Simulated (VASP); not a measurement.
Write the native input for VASP 6.6.1 that does the following.

```
Task                   : single point
Functional             : PBE
Potentials or basis    : VASP PAW PBE potentials, release 64 (La)
Cutoff                 : 520 eV
k mesh                 : 11 × 11 × 11
Occupations            : fermi-dirac, width 0.05 eV
Spin                   : no spin polarisation
Dipole correction      : no
Further INCAR settings : ALGO = Normal; EDIFF = 1e-07; NBANDS = 12
```

The structure of La lies in POSCAR:

```
La
1.0
    0.0000000000      2.6122118291      2.6122118291
    2.6122118291      0.0000000000      2.6122118291
    2.6122118291      2.6122118291      0.0000000000
La
1
Direct
    0.0000000000      0.0000000000      0.0000000000
```

This isn't the form of La at room conditions, which is double hcp.

One way to write it, as run:

INCAR

```
PREC = Accurate
ENCUT = 520
EDIFF = 1E-7
ISMEAR = -1
SIGMA = 0.05
LREAL = F
LASPH = T
NELM = 60
ALGO = Normal
ISIF = 2
LWAVE = F
LCHARG = F
GGA = PE
NBANDS = 12
```

KPOINTS

```
regular mesh
0
Gamma
  11 11 11
```

Potentials or basis: VASP PAW PBE potentials, release 64 (La).

The run is started by

```sh
$ cat potpaw_PBE.64/La/POTCAR > POTCAR
$ mpirun -np 1 vasp_std > vasp.out
```

Results of the run:

The pressure is 1.1 GPa and the band gap on the k mesh is zero (an odd number of electrons rules out a gap without spin polarisation).

Caveat: spin-orbit coupling is left out, which moves the levels of the heavy elements.

It took 28 s on 1 thread of Intel(R) Xeon(R) Platinum 8488C (Sapphire Rapids) (shared host), peak memory 0.18 GiB.
